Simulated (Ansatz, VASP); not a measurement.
Given: the input of a run of VASP 6.6.1 on BeAu3.

File INCAR:

```
SYSTEM = BeAu3
PREC = Accurate
ENCUT = 520
EDIFF = 1E-7
ISMEAR = -1
SIGMA = 0.05
LREAL = .False.
LASPH = .True.
NELM = 80
ALGO = Normal
ISIF = 2
LWAVE = .False.
LCHARG = .False.
GGA = PE
NBANDS = 26
```

The input KPOINTS:

```
Automatic mesh
0
Gamma
  7 7 7
  0 0 0
```

Contents of POSCAR:

```
BeAu3
1.0
    3.9574871103      0.0000000000      0.0000000000
    0.0000000000      3.9574871103      0.0000000000
    0.0000000000      0.0000000000      3.9574871103
Au Be
3 1
Direct
    0.5000000000      0.5000000000      0.0000000000
    0.5000000000      0.0000000000      0.5000000000
    0.0000000000      0.5000000000      0.5000000000
    0.0000000000      0.0000000000      0.0000000000
```

Potentials or basis: VASP PAW PBE potentials, release 64 (Au, Be).

Launch:

```sh
$ cat potpaw_PBE.64/Au/POTCAR potpaw_PBE.64/Be/POTCAR > POTCAR
$ mpirun -np 1 vasp_std > vasp.out
```

**Question.** Set up the same calculation for Ansatz 0.2.0. Potentials there: Ansatz PAW.

**Answer.** As run (the cutoff follows the program's own potentials):

File input.yaml:

```yaml
crystal:
  lattice:
    - [3.9574871103, 0.0, 0.0]
    - [0.0, 3.9574871103, 0.0]
    - [0.0, 0.0, 3.9574871103]
  atoms:
    - { symbol: Au, position: [0.5, 0.5, 0.0] }
    - { symbol: Au, position: [0.5, 0.0, 0.5] }
    - { symbol: Au, position: [0.0, 0.5, 0.5] }
    - { symbol: Be, position: [0.0, 0.0, 0.0] }
hamiltonian:
  xc: pbe
  pseudopotentials: { kind: paw }
kpoints:
  mp_grid: { grid: [7, 7, 7] }
scf:
  occupations: { method: fermi_dirac, width: 0.05 }
output:
  forces: true
  stress: true
  eigenvalues: true
```

Potentials or basis: Ansatz PAW.

Run with:

```sh
$ ansatz run input.yaml --threads 2 --pin off --max-ram 5120MiB --backend cpu --events-out ev --progress --plain --runs-dir out
```

Both were run:

|  | VASP | Ansatz | Ansatz less VASP |
| --- | --- | --- | --- |
| gap on the k mesh at the Fermi level (eV) | none | none | - |
| pressure (GPa) | 4.7 | 5.1 | +0.33 |

A gap of «none» marks a metal or a gap that the smearing closes. VASP's potentials hold 35 valence electrons a cell and Ansatz's 59, so a difference there can come from the potentials and not from the codes.

Neither program's run includes spin-orbit coupling.
